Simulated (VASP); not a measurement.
Set up this calculation in VASP 6.6.1, as the native input.

* Task: single point
* Functional: PBEsol
* Potentials or basis: VASP PAW PBE potentials, release 64 (W_sv)
* Cutoff: 520 eV
* k mesh: 20 × 20 × 20
* Occupations: gaussian, width 0.15 eV
* Spin: no spin polarisation
* Dipole correction: no
* Further INCAR settings: ALGO = Fast; EDIFF = 1e-06; NBANDS = 13

The structure of W lies in POSCAR:

```
W
1.0
   -1.6452190000      1.5973000000      1.6452190000
    1.5493810000     -1.5973000000      1.5493810000
    1.6452190000      1.5973000000     -1.6452190000
W
1
Direct
    0.0000000000      0.0000000000      0.0000000000
```

This cell differs from its parent crystal: strain -0.0600 x Voigt [0, 0, 0, 0, 1, 0].

The input as run:

INCAR

```
ALGO     = Fast           # electronic algorithm
EDIFF    = 1E-6           # SCF threshold, eV
ENCUT    = 520            # plane-wave cutoff, eV
GGA      = PS             # functional
ISIF     = 2              # what is computed and relaxed
ISMEAR   = 0              # smearing method
LASPH    = True           # aspherical terms in the spheres
LCHARG   = True           # write CHGCAR
LELF     = True           # ELF
LREAL    = False          # projectors in reciprocal space
LVHAR    = True         
LWAVE    = False          # write WAVECAR
NBANDS   = 13             # bands
NELM     = 80             # most SCF steps
PREC     = Accurate       # precision mode
SIGMA    = 0.15           # smearing width, eV
```

KPOINTS

```
k-points
0
Gamma
  20 20 20
```

Potentials or basis: VASP PAW PBE potentials, release 64 (W_sv).

Command:

```bash
$ cat potpaw_PBE.64/W_sv/POTCAR > POTCAR
$ mpirun -np 1 vasp_std > vasp.out
```

It gave:

```yaml
Pressure: -10.1 GPa
Band_gap_on_the_k_mesh: zero (band 7 reaches 15.25 eV, above the bottom of band 8 at 9.88 eV)
```

Caveat: the cell differs from its parent crystal (strain -0.0600 x Voigt [0, 0, 0, 0, 1, 0]); the PAW data sets were made with another functional, which shifts forces and pressure a little; spin-orbit coupling is left out, which moves the levels of the heavy elements.

Run time: 65 s on 1 thread of Intel(R) Xeon(R) 6975P-C (Granite Rapids), with other jobs on the host, peak memory 0.32 GiB.
